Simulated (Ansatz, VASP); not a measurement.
KBr in VASP and in Ansatz

```
K Br
1.0
     0.00000    3.33492    3.33492
     3.33492    0.00000    3.33492
     3.33492    3.33492    0.00000
K Br
1 1
Direct
  0.00000 0.00000 0.00000
  0.50000 0.50000 0.50000
```

Alike in both runs: task single point; functional r2SCAN; k mesh 6 × 6 × 6; occupations gaussian, width 0.02 eV; no spin polarisation.

|  | VASP | Ansatz |
| --- | --- | --- |
| version | VASP 6.6.1 | Ansatz 0.2.0 |
| potentials or method | VASP PAW PBE potentials, release 64 (K_sv, Br), cutoff 520 eV | scalar-relativistic, plane waves, PAW |
| valence electrons in the cell | 16 | 16 |

|  | VASP | Ansatz | Ansatz less VASP |
| --- | --- | --- | --- |
| gap on the k mesh at the Fermi level (eV) | 4.99 | 4.99 | -0.002 |
| least direct gap on the mesh (eV) | 4.99 | 4.99 | -0.002 |
| pressure (GPa) | -0.4 | -0.4 | +0.01 |

VASP's potentials were made for PBE, not for r2SCAN. With one functional, cell and mesh, what is left measures potentials, basis and numerics.
